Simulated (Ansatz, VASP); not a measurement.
# CrCuTe3 in VASP and in Ansatz

```
Cr Cu Te
1.0
     5.10126    0.00000    0.00000
     0.00000    5.10126    0.00000
     0.00000    0.00000    5.51558
Cr Cu Te
1 1 3
Direct
  0.00000 0.00000 0.00000
  0.50000 0.50000 0.50000
  0.00000 0.00000 0.50000
  0.00000 0.50000 0.00000
  0.50000 0.00000 0.00000
```

Change from the starting cell: species swapped into the KCrF3 type (P4/mmm, No. 123).

Alike in both runs: functional PBE; k mesh 4 × 4 × 4; occupations gaussian, width 0.1 eV; collinear spin.

Ansatz relaxed the structure, and its values are those at the end. VASP's run is a single point on that final structure, the one shown.

|  | VASP | Ansatz |
| --- | --- | --- |
| version | VASP 6.6.1 | Ansatz 0.2.0 |
| potentials or method | VASP PAW PBE potentials, release 64 (Cr_pv, Cu, Te), cutoff 520 eV | scalar-relativistic, plane waves, PAW |
| valence electrons in the cell | 41 | 81 |

|  | VASP | Ansatz | Ansatz less VASP |
| --- | --- | --- | --- |
| gap on the k mesh at the Fermi level (eV) | none | none | - |
| pressure (GPa) | 0.1 | 0.2 | +0.06 |
| net moment per atom (μB) | 0.43 | 0.42 | -0.007 |
| size of the moment on the site where the two differ most (μB) | 2.76 | 2.63 | -0.127 |

Site moments also hang on the region over which each program counts them. A gap of «none» marks a metal or a gap that the smearing closes. With one functional, cell and mesh, what is left measures potentials, basis and numerics. VASP's potentials hold 41 valence electrons a cell and Ansatz's 81, so a difference there can come from the potentials and not from the codes.

Spin-orbit coupling is off throughout.
